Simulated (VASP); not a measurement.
Write the native input for VASP 6.6.1 that does the following.

```yaml
Task: single point
Functional: PBE
Potentials_or_basis: VASP PAW PBE potentials, release 64 (Mg)
Cutoff: 520 eV
k_mesh: 15 × 15 × 8
Occupations: gaussian, width 0.1 eV
Spin: no spin polarisation
Dipole_correction: no
Further_INCAR_settings: ALGO = Normal; EDIFF = 1e-06; NBANDS = 9
```

The structure of Mg lies in POSCAR:

```
Mg
1.0
    3.2762811221      0.0000000000      0.0000000000
   -1.6381405610      2.8373426817      0.0000000000
    0.0000000000      0.0000000000      5.2409667404
Mg
2
Direct
    0.3333333333      0.6666666667      0.2979816058
    0.6666666667      0.3333333333      0.7020183942
```

This cell differs from its parent crystal: strained and its atoms moved.

The input as run:

INCAR

```
SYSTEM = Mg
ALGO = Normal
EDIFF = 1E-6
ENCUT = 520
GGA = PE
ISIF = 2
ISMEAR = 0
LASPH = .TRUE.
LCHARG = .FALSE.
LREAL = .FALSE.
LWAVE = .FALSE.
NBANDS = 9
NELM = 80
PREC = Accurate
SIGMA = 0.1
```

KPOINTS

```
k-points
0
G
  15 15 8
  0 0 0
```

Potentials or basis: VASP PAW PBE potentials, release 64 (Mg).

Launch:

```bash
$ cat potpaw_PBE.64/Mg/POTCAR > POTCAR
$ mpirun -np 1 vasp_std > vasp.out
```

It gave:

The pressure is 0.9 GPa. The largest force is 1.340 eV/Å and the band gap on the k mesh is zero (band 2 reaches 3.08 eV, above the bottom of band 3 at 1.17 eV).

Caveat: the cell differs from its parent crystal (strained and its atoms moved); forces of over 1 eV/Å act on the atoms, so gaps and moduli don't describe the material at rest.

Run time: 32 s on 1 thread of Intel(R) Xeon(R) Platinum 8488C (Sapphire Rapids), on a shared host, peak memory 0.21 GiB.
